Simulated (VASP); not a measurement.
Crystal: GeSb2.

```xyz
3
Lattice="5.2288 0.0000 0.0000 -2.6144 4.5283 0.0000 0.0000 0.0000 3.2847" Properties=species:S:1:pos:R:3 pbc="T T T"
Ge    0.0000    0.0000    0.0000
Sb    0.0000    3.0188    1.6423
Sb    2.6144    1.5094    1.6423
```

- Program: VASP 6.6.1
- Task: relaxation of cell and atoms
- Functional: PBE
- Potentials or basis: VASP PAW PBE potentials, release 64 (Ge_d, Sb)
- Cutoff: 600 eV
- k mesh: 12 × 12 × 14
- Occupations: gaussian, width 0.1 eV
- Spin: no spin polarisation

At the start: pressure -0.3 GPa; volume 25.92 Å³/atom.

**Question.** Where does the relaxation end?

**Answer.** Over 13 steps the energy falls by 32.8 meV/atom and the volume is 25.82 Å³/atom (-0.4 %); space group P6/mmm (No. 191, to 0.1 Å) before and after.

Step by step:
| step | energy change (eV) | largest force (eV/Å) | pressure (GPa) | volume (Å³) |
| --- | --- | --- | --- | --- |
| 1 | 0.0000 | 0.0000 | -0.30 | 77.77 |
| 2 | -0.0459 | 0.0000 | -0.15 | 77.19 |
| 3 | -0.0302 | 0.0000 | 2.28 | 75.06 |
| 4 | -0.0863 | 0.0000 | 0.58 | 76.52 |
| 5 | -0.0878 | 0.0000 | 1.29 | 75.82 |
| 6 | -0.0946 | 0.0000 | 0.92 | 76.17 |
| 7 | -0.0946 | 0.0000 | 0.96 | 76.13 |
| 8 | -0.0954 | 0.0000 | -0.44 | 78.21 |
| 9 | -0.0981 | 0.0000 | 0.22 | 77.20 |
| 10 | -0.0981 | 0.0000 | 0.11 | 77.27 |
| 11 | -0.0981 | 0.0000 | 0.22 | 77.24 |
| 12 | -0.0984 | 0.0000 | -0.14 | 77.59 |
| 13 | -0.0985 | 0.0000 | -0.03 | 77.45 |

Final structure:
```xyz
3
Lattice="5.3914 0.0000 0.0000 -2.6957 4.6691 0.0000 0.0000 0.0000 3.0766" Properties=species:S:1:pos:R:3 pbc="T T T"
Ge    0.0000    0.0000    0.0000
Sb    0.0000    3.1127    1.5383
Sb    2.6957    1.5564    1.5383
```
